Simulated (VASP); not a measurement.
# Cs (Fm-3m) in VASP: notebook

Cs is run at these levels: PBEsol; tasks: single point.

All numbers are computed with VASP 6.6.1; they aren't measurements. Logs are shortened: lines on timing, memory, paths and dates and some standing lists are left out, and cuts for length are marked.

## 1. The cell of the first run

Symmetry: Fm-3m, No. 225, cubic system. The conventional cell has a = 7.735 Å, b = 7.735 Å, c = 7.735 Å, α = 90.00°, β = 90.00°, γ = 90.00°.

## 2. Single point, PBEsol

INCAR reads:

```
SYSTEM = Cs
PREC = Accurate ; ENCUT = 520
EDIFF = 1E-6 ; ISMEAR = -1
SIGMA = 0.05 ; LREAL = .False.
LASPH = .True. ; NELM = 80
ALGO = Normal ; ISIF = 2
LWAVE = .False. ; LCHARG = .False.
GGA = PS ; NBANDS = 10
```

KPOINTS reads:

```
Automatic mesh
0
Gamma
  6 6 6
  0 0 0
```

POSCAR reads:

```
Cs
1.0
    0.0000000000      3.8677348434      3.8677348434
    3.8677348434      0.0000000000      3.8677348434
    3.8677348434      3.8677348434      0.0000000000
Cs
1
Direct
    0.0000000000      0.0000000000      0.0000000000
```

Potentials or basis: VASP PAW PBE potentials, release 64 (Cs_sv).

Started as:

```console
$ cat potpaw_PBE.64/Cs_sv/POTCAR > POTCAR
$ mpirun -np 1 vasp_std > vasp.out
```

OUTCAR:

```text
SYSTEM = Cs
   PREC = Accurate
   ENCUT = 520
   EDIFF = 1E-6
   ISMEAR = -1
   LREAL = .False.
   LASPH = .True.
   NELM = 80
   ISIF = 2
   GGA = PS

 ion  position               nearest neighbor table
   1  0.000  0.000  0.000-

  LATTYP: Found a face centered cubic cell.
 ALAT       =     7.7354696868

  Lattice vectors:

 A1 = (   0.0000000000,   3.8677348434,   3.8677348434)
 A2 = (   3.8677348434,   0.0000000000,   3.8677348434)
 A3 = (   3.8677348434,   3.8677348434,   0.0000000000)

Analysis of symmetry for initial positions (statically):
=====================================================================
 Subroutine PRICEL returns:
 Original cell was already a primitive cell.

 Routine SETGRP: Setting up the symmetry group for a
 face centered cubic supercell.

 Subroutine GETGRP returns: Found 48 space group operations
 (whereof 48 operations were pure point group operations)
 out of a pool of 48 trial point group operations.

The static configuration has the point symmetry O_h .

Analysis of symmetry for dynamics (positions and initial velocities):
=====================================================================
 Subroutine PRICEL returns:
 Original cell was already a primitive cell.

 Routine SETGRP: Setting up the symmetry group for a
 face centered cubic supercell.

 Subroutine GETGRP returns: Found 48 space group operations
 (whereof 48 operations were pure point group operations)
 out of a pool of 48 trial point group operations.

The dynamic configuration has the point symmetry O_h .

 Subroutine INISYM returns: Found 48 space group operations
 (whereof 48 operations are pure point group operations),
 and found     1 'primitive' translations

----------------------------------------------------------------------------------------

                                     Primitive cell

  volume of cell :     115.7178

  direct lattice vectors                    reciprocal lattice vectors
     0.000000000  3.867734843  3.867734843    -0.129274632  0.129274632  0.129274632
     3.867734843  0.000000000  3.867734843     0.129274632 -0.129274632  0.129274632
     3.867734843  3.867734843  0.000000000     0.129274632  0.129274632 -0.129274632

  length of vectors
     5.469803071  5.469803071  5.469803071     0.223910231  0.223910231  0.223910231

  position of ions in fractional coordinates (direct lattice)
     0.000000000  0.000000000  0.000000000

  ion indices of the primitive-cell ions
   primitive index   ion index
                 1           1

----------------------------------------------------------------------------------------

 KPOINTS: Automatic mesh

Automatic generation of k-mesh.
 Grid dimensions read from file:
 generate k-points for:    6    6    6

 Generating k-lattice:

  Cartesian coordinates                     Fractional coordinates (reciprocal lattice)
    -0.021545772  0.021545772  0.021545772     0.166666667  0.000000000  0.000000000
     0.021545772 -0.021545772  0.021545772     0.000000000  0.166666667  0.000000000
     0.021545772  0.021545772 -0.021545772     0.000000000  0.000000000  0.166666667

  Length of vectors
     0.037318372  0.037318372  0.037318372

  Shift w.r.t. Gamma in fractional coordinates (k-lattice)
     0.000000000  0.000000000  0.000000000

 Subroutine IBZKPT returns following result:
 ===========================================

 Found     16 irreducible k-points:

 Following reciprocal coordinates:
            Coordinates               Weight
  0.000000  0.000000  0.000000      1.000000
  0.166667  0.000000  0.000000      8.000000
  0.333333  0.000000  0.000000      8.000000
  0.500000  0.000000  0.000000      4.000000
  0.166667  0.166667  0.000000      6.000000
  0.333333  0.166667  0.000000     24.000000
[... 8 lines left out ...]
 -0.333333  0.333333  0.166667     24.000000
 -0.333333  0.500000  0.166667     12.000000
   k-points           NKPTS =     16   k-points in BZ     NKDIM =     16   number of bands    NBANDS=     10
   number of dos      NEDOS =    301   number of ions     NIONS =      1
   total plane-waves  NPLWV =  74088
   dimension x,y,z NGX =    42 NGY =   42 NGZ =   42
   dimension x,y,z NGXF=    84 NGYF=   84 NGZF=   84
   ions per type =               1
   NGX,Y,Z   is equivalent  to a cutoff of  12.77, 12.77, 12.77 a.u.
   NGXF,Y,Z  is equivalent  to a cutoff of  25.53, 25.53, 25.53 a.u.
 SYSTEM =  Cs
   PREC   = accura    normal or accurate (medium, high low for compatibility)
   ISTART =      0    job   : 0-new  1-cont  2-samecut
   ICHARG =      2    charge: 1-file 2-atom 10-const
   ISPIN  =      1    spin polarized calculation?
   LNONCOLLINEAR =      F non collinear calculations
   LSORBIT =      F    spin-orbit coupling
   LASPH  =      T    aspherical Exc in radial PAW
   ENCUT  =  520.0 eV  38.22 Ry    6.18 a.u.  10.17 10.17 10.17*2*pi/ulx,y,z
   NELM   =     80;   NELMIN=  2; NELMDL= -5     # of ELM steps
   EDIFF  = 0.1E-05   stopping-criterion for ELM
   LREAL  =      F    real-space projection
   EDIFFG = 0.1E-04   stopping-criterion for IOM
   NSW    =      0    number of steps for IOM
   IBRION =     -1    ionic relax: 0-MD 1-quasi-New 2-CG
   NFREE  =      0    steps in history (QN), initial steepest desc. (CG)
   ISIF   =      2    stress and relaxation
   ISYM   =      2    0-nonsym 1-usesym 2-fastsym
   POTIM  = 0.5000    time-step for ionic-motion
   TEBEG  =    0.0;   TEEND  =   0.0 temperature during run
   PSTRESS=    0.0 pullay stress
   NELECT =       9.0000    total number of electrons
   NUPDOWN=      -1.0000    fix difference up-down
   EMIN   =  10.00;   EMAX   =-10.00  energy-range for DOS
   EFERMI =   0.00;   METHOD = LEGACY
   ISMEAR =    -1;   SIGMA  =   0.05  broadening in eV -4-tet -1-fermi 0-gaus
   EFERMI_NEDOS =   21; number of points for ismear=-14 and -15
   IALGO  =     38    algorithm
   IMIX   =      4    mixing-type and parameters
     AMIX     =   0.40;   BMIX     =  1.00
     AMIX_MAG =   1.60;   BMIX_MAG =  1.00
  volume/ion in A,a.u.               =     115.72       780.90
  Fermi-wavevector in a.u.,A,eV,Ry     =   0.698804  1.320549  6.644101  0.488328
  Thomas-Fermi vector in A             =   1.782509
   LORBIT       =      0    0 simple, 1 ext, 2 COOP (PROOUT), +10 PAW based schemes
   GGA     = PS    functional components
   LHFCALC =     F    Hartree Fock is set to
   AEXX    =    0.0000 exact exchange contribution
   IVDW    =     0    specifies the selected vdW correction
   LEPSILON=     F    determine dielectric tensor
   LRPA    =     F    only Hartree local field effects (RPA)
 non-spin polarized calculation
  energy-cutoff  :      520.00
  volume of cell :      115.72
 maximum number of plane-waves:      3143
 NGX is ok and might be reduce to    42
   NGX = 21   NGY = 21   NGZ = 21

 number of electron       8.9999999 magnetization

 Free energy of the ion-electron system (eV)
  ---------------------------------------------------
  ext. energy  EPLUGINS =         0.00000000
  ---------------------------------------------------
  free energy    TOTEN  =        -0.93548535 eV

  energy without entropy =       -0.92121501  energy(sigma->0) =       -0.92835018

 E-fermi :   0.3348     XC(G=0):  -5.4601

 val. band max:        0.3255793174   @ k =   0.5000   0.0000   0.0000
 cond. band min:       0.4585669191   @ k =   0.5000   0.1667   0.0000
 fundamental gap:      0.1329876017
 Fermi energy:         0.3347756929

 k-point     1 :       0.0000    0.0000    0.0000
  band No.  band energies     occupation
      1     -23.4857      2.00000
      2     -10.2079      2.00000
      3     -10.2079      2.00000
      4     -10.2079      2.00000
      5      -1.3195      2.00000
      6       2.8120      0.00000
      7       2.8120      0.00000
      8       2.8120      0.00000
      9       3.9025      0.00000
     10       3.9025      0.00000

 k-point     2 :       0.1667    0.0000    0.0000
  band No.  band energies     occupation
      1     -23.4843      2.00000
      2     -10.2423      2.00000
      3     -10.2125      2.00000
      4     -10.2125      2.00000
      5      -1.0368      2.00000
      6       2.3465      0.00000
      7       2.9115      0.00000
      8       2.9115      0.00000
      9       3.7357      0.00000
     10       3.7357      0.00000

 k-point     3 :       0.3333    0.0000    0.0000
  band No.  band energies     occupation
      1     -23.4813      2.00000
      2     -10.3093      2.00000
      3     -10.2217      2.00000
      4     -10.2217      2.00000
      5      -0.3063      1.99999
      6       1.6294      0.00000
      7       2.7970      0.00000
      8       2.7970      0.00000
      9       4.1074      0.00000
     10       4.1074      0.00000

 k-point     4 :       0.5000    0.0000    0.0000
  band No.  band energies     occupation
      1     -23.4799      2.00000
      2     -10.3419      2.00000
      3     -10.2262      2.00000
      4     -10.2262      2.00000
      5       0.3256      1.09171
      6       1.1177      0.00000
      7       2.6710      0.00000
      8       2.6710      0.00000
      9       4.7014      0.00000
     10       4.7186      0.00000

 k-point     5 :       0.1667    0.1667    0.0000
  band No.  band energies     occupation
      1     -23.4838      2.00000
      2     -10.2412      2.00000
      3     -10.2202      2.00000
      4     -10.2202      2.00000
      5      -0.9436      2.00000
      6       2.2776      0.00000
      7       2.9898      0.00000
      8       2.9898      0.00000
      9       3.1216      0.00000
     10       4.0676      0.00000

 k-point     6 :       0.3333    0.1667    0.0000
  band No.  band energies     occupation
      1     -23.4813      2.00000
      2     -10.2903      2.00000
      3     -10.2313      2.00000
      4     -10.2309      2.00000
      5      -0.3567      2.00000
      6       1.8023      0.00000
      7       2.4615      0.00000
      8       3.0567      0.00000
      9       3.5321      0.00000
     10       4.3505      0.00000

 k-point     7 :       0.5000    0.1667    0.0000
  band No.  band energies     occupation
      1     -23.4794      2.00000
      2     -10.3283      2.00000
      3     -10.2461      2.00000
      4     -10.2339      2.00000
      5       0.4586      0.15514
      6       1.2091      0.00000
      7       2.2425      0.00000
      8       2.9052      0.00000
      9       4.1241      0.00000
     10       4.7450      0.00000

 k-point     8 :      -0.3333    0.1667    0.0000
  band No.  band energies     occupation
      1     -23.4798      2.00000
      2     -10.3178      2.00000
      3     -10.2504      2.00000
      4     -10.2263      2.00000
      5       0.2027      1.86692
      6       1.4516      0.00000
      7       2.2093      0.00000
      8       2.9235      0.00000
      9       3.9688      0.00000
     10       4.6755      0.00000

 k-point     9 :      -0.1667    0.1667    0.0000
  band No.  band energies     occupation
      1     -23.4823      2.00000
      2     -10.2746      2.00000
      3     -10.2343      2.00000
      4     -10.2156      2.00000
      5      -0.5974      2.00000
      6       2.0049      0.00000
      7       2.5581      0.00000
      8       3.2265      0.00000
      9       3.2338      0.00000
     10       4.2098      0.00000

 k-point    10 :       0.3333    0.3333    0.0000
  band No.  band energies     occupation
      1     -23.4798      2.00000
      2     -10.3041      2.00000
      3     -10.2446      2.00000
      4     -10.2446      2.00000
      5      -0.0029      1.99767
      6       1.6408      0.00000
      7       2.0886      0.00000
      8       3.5642      0.00000
      9       3.5642      0.00000
     10       4.4649      0.00000

 k-point    11 :       0.5000    0.3333    0.0000
  band No.  band energies     occupation
      1     -23.4784      2.00000
      2     -10.3205      2.00000
      3     -10.2651      2.00000
      4     -10.2492      2.00000
      5       0.6125      0.00771
      6       1.4318      0.00000
      7       1.7988      0.00000
      8       3.5628      0.00000
      9       3.7343      0.00000
     10       4.8228      0.00000

 k-point    12 :      -0.3333    0.3333    0.0000
  band No.  band energies     occupation
      1     -23.4784      2.00000
      2     -10.2983      2.00000
      3     -10.2974      2.00000
      4     -10.2401      2.00000
      5       0.9712      0.00001
      6       1.2872      0.00000
      7       1.6430      0.00000
      8       3.2497      0.00000
      9       3.6069      0.00000
     10       4.2631      0.00000

 k-point    13 :       0.5000    0.5000    0.0000
  band No.  band energies     occupation
      1     -23.4779      2.00000
      2     -10.3338      2.00000
      3     -10.2567      2.00000
      4     -10.2567      2.00000
      5       0.6368      0.00475
      6       1.4074      0.00000
      7       1.7775      0.00000
      8       4.3487      0.00000
      9       4.3487      0.00000
     10       4.6766      0.00000

 k-point    14 :       0.5000    0.3333    0.1667
  band No.  band energies     occupation
      1     -23.4794      2.00000
      2     -10.3079      2.00000
      3     -10.2623      2.00000
      4     -10.2378      2.00000
      5       0.2957      1.37160
      6       1.6299      0.00000
      7       1.8677      0.00000
      8       3.1474      0.00000
      9       3.7872      0.00000
     10       4.7017      0.00000

 k-point    15 :      -0.3333    0.3333    0.1667
  band No.  band energies     occupation
      1     -23.4784      2.00000
      2     -10.3119      2.00000
      3     -10.2785      2.00000
      4     -10.2454      2.00000
      5       1.0783      0.00000
      6       1.0995      0.00000
      7       1.7945      0.00000
      8       2.8745      0.00000
      9       3.9581      0.00000
     10       4.7560      0.00000

 k-point    16 :      -0.3333    0.5000    0.1667
  band No.  band energies     occupation
      1     -23.4779      2.00000
      2     -10.3148      2.00000
      3     -10.2762      2.00000
      4     -10.2577      2.00000
      5       0.9555      0.00001
      6       1.4779      0.00000
      7       1.6606      0.00000
      8       2.7797      0.00000
      9       4.5971      0.00000
     10       4.7264      0.00000

------------------------ aborting loop because EDIFF is reached ----------------------------------------

  FORCE on cell =-STRESS in cart. coord.  units (eV):
  Direction    XX          YY          ZZ          XY          YZ          ZX
  --------------------------------------------------------------------------------------
  -------------------------------------------------------------------------------------
  Total       -0.0729803     -0.0729803     -0.0729803      0.0000000      0.0000000     -0.0000000
  in kB       -1.0104533     -1.0104533     -1.0104533      0.0000000      0.0000000     -0.0000000
  external PRESSURE =      -1.0104533 kB  Pullay stress =       0.0000000 kB

 VOLUME and BASIS-vectors are now :
 -----------------------------------------------------------------------------
  energy-cutoff  :      520.00
  volume of cell :      115.72
      direct lattice vectors                 reciprocal lattice vectors
     0.000000000  3.867734843  3.867734843    -0.129274632  0.129274632  0.129274632
     3.867734843  0.000000000  3.867734843     0.129274632 -0.129274632  0.129274632
     3.867734843  3.867734843  0.000000000     0.129274632  0.129274632 -0.129274632

 POSITION                                       TOTAL-FORCE (eV/Angst)
 -----------------------------------------------------------------------------------
      0.00000      0.00000      0.00000         0.000000      0.000000      0.000000
 -----------------------------------------------------------------------------------
    total drift:                               -0.000000     -0.000000     -0.000000

  FREE ENERGIE OF THE ION-ELECTRON SYSTEM (eV)
  ---------------------------------------------------
  free  energy   TOTEN  =        -0.9354853538 eV

  energy  without entropy=       -0.9212150145  energy(sigma->0) =       -0.92835018
```

Run time: 15 s. Hardware: 1 thread of AMD EPYC 7R13 (Zen 3), shared host; peak memory 0.2 GiB.

Results:

```yaml
Free_energy: -0.9355 eV
Pressure: -0.1 GPa
```

Levels at points of the mesh, in eV from the Fermi level:
| k point | band 3 | band 4 | band 5 | band 6 | band 7 | band 8 |
| --- | --- | --- | --- | --- | --- | --- |
| (0.00, 0.00, 0.00) | -10.54 | -10.54 | -1.65 | 2.48 | 2.48 | 2.48 |
| (0.50, 0.00, 0.00) | -10.56 | -10.56 | -0.01 | 0.78 | 2.34 | 2.34 |
| (0.50, 0.50, 0.00) | -10.59 | -10.59 | 0.30 | 1.07 | 1.44 | 4.01 |

Caveat: the PAW data sets were made with another functional, which shifts forces and pressure a little; spin-orbit coupling is left out, which moves the levels of the heavy elements.

## 3. Single point, PBEsol

This run uses another cell than the first one, of 118.18 Å³/atom, 1.021 times its volume.

INCAR reads:

```
PREC = Accurate
ENCUT = 520
EDIFF = 1E-6
ISMEAR = -1
SIGMA = 0.05
LREAL = False
LASPH = True
NELM = 80
ALGO = Normal
ISIF = 2
LWAVE = False
LCHARG = True
GGA = PS
LELF = True
LVHAR = True
NBANDS = 10
```

KPOINTS reads:

```
Automatic mesh
0
Gamma
  6 6 6
```

POSCAR reads:

```
Cs
1.0
    0.0000000000      3.8949733102      3.8949733102
    3.8949733102      0.0000000000      3.8949733102
    3.8949733102      3.8949733102      0.0000000000
Cs
1
Direct
    0.0000000000      0.0000000000      0.0000000000
```

Potentials or basis: VASP PAW PBE potentials, release 64 (Cs_sv).

Started as:

```console
$ cat potpaw_PBE.64/Cs_sv/POTCAR > POTCAR
$ mpirun -np 1 vasp_std > vasp.out
```

It took 17 s on 1 thread of AMD EPYC 7R13 (Zen 3), shared host; peak memory 0.21 GiB.

It converged, with:

* Free energy: -0.9339 eV
* Pressure: -0.1 GPa

Levels at points of the mesh, in eV from the Fermi level:
```tsv
k point	band 3	band 4	band 5	band 6	band 7	band 8
(0.00, 0.00, 0.00)	-10.56	-10.56	-1.63	2.47	2.47	2.47
(0.50, 0.00, 0.00)	-10.58	-10.58	0.00	0.76	2.33	2.33
(0.50, 0.50, 0.00)	-10.60	-10.60	0.32	1.09	1.41	3.95
```

Caveat: the PAW data sets were made with another functional, which shifts forces and pressure a little; spin-orbit coupling is left out, which moves the levels of the heavy elements.

## 4. Single point, PBEsol

This run uses another cell than the first one, of 118.18 Å³/atom, 1.021 times its volume.

INCAR reads:

```
SYSTEM = Cs
ALGO = Normal ; EDIFF = 1E-6
ENCUT = 520 ; GGA = PS
ISIF = 2 ; ISMEAR = -1
LASPH = .TRUE. ; LCHARG = .FALSE.
LREAL = .FALSE. ; LWAVE = .FALSE.
NBANDS = 10 ; NELM = 100
PREC = Accurate ; SIGMA = 0.05
```

KPOINTS reads:

```
k-points
0
G
  6 6 6
  0 0 0
```

POSCAR is that of step 3.

Started as:

```console
$ cat potpaw_PBE.64/Cs_sv/POTCAR > POTCAR
$ mpirun -np 1 vasp_std > vasp.out
```

Run time: 13 s. Hardware: 1 thread of AMD EPYC 7R13 (Zen 3), shared host; peak memory 0.21 GiB.

Results (log left out):

- Free energy: -0.9339 eV
- Pressure: -0.1 GPa

Levels at points of the mesh, in eV from the Fermi level:
```csv
k point,band 1,band 2,band 3,band 4,band 5,band 6,band 7,band 8,band 9,band 10
"(0.00, 0.00, 0.00)",-23.83,-10.56,-10.56,-10.56,-1.63,2.47,2.47,2.47,3.54,3.54
"(0.50, 0.00, 0.00)",-23.83,-10.68,-10.58,-10.58,0.00,0.76,2.33,2.33,4.32,4.32
"(0.50, 0.50, 0.00)",-23.83,-10.67,-10.60,-10.60,0.32,1.09,1.41,3.95,3.95,4.25
```

Caveat: the PAW data sets were made with another functional, which shifts forces and pressure a little; spin-orbit coupling is left out, which moves the levels of the heavy elements.
